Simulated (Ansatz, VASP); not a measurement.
Two plane-wave programs on MnO2

```xyz
3
Lattice="2.8566 0.0000 0.0000 -1.4283 2.4739 0.0000 0.0000 0.0000 4.6014" Properties=species:S:1:pos:R:3 pbc="T T T"
Mn    0.0000    0.0000    2.3007
O     1.4283    0.8246    1.3515
O     0.0000    1.6492    3.2499
```

Alike in both runs: task single point; functional LDA; k mesh 11 × 11 × 6; occupations fermi-dirac, width 0.03 eV; collinear spin; Hubbard terms Mn d U = 4.5 eV.

```csv
,VASP,Ansatz
version,VASP 6.6.1,Ansatz 0.2.0
potentials or method,"VASP PAW LDA potentials, release 64 (Mn_pv, O)","PAW with Ansatz's default frozen-core files, scalar-relativistic"
plane-wave cutoff (eV),520,420
valence electrons in the cell,25,27
```

|  | VASP | Ansatz | Ansatz less VASP |
| --- | --- | --- | --- |
| gap on the k mesh at the Fermi level (eV) | 1.79 | 1.71 | -0.086 |
| pressure (GPa) | -2.0 | -2.3 | -0.34 |
| traceless stress, the component that is largest in VASP (GPa) | -0.67 | -1.07 | -0.404 |
| rms of the force components (eV/Å) | 0.074 | 0.115 | +0.0407 |
| net moment per atom (μB) | 1.00 | 1.00 | 0.000 |
| size of the moment on the site where the two differ most (μB) | 3.15 | 2.79 | -0.357 |

LDA's correlation is that of Perdew and Zunger in VASP and of Perdew and Wang (1992) in Ansatz. Site moments also hang on the region over which each program counts them. The programs project onto different local orbitals, so the same U acts differently, and such runs can settle in different states. Atom by atom the forces differ by 0.041 eV/Å (rms over components). VASP's potentials hold 25 valence electrons a cell and Ansatz's 27, so a difference there can come from the potentials and not from the codes.
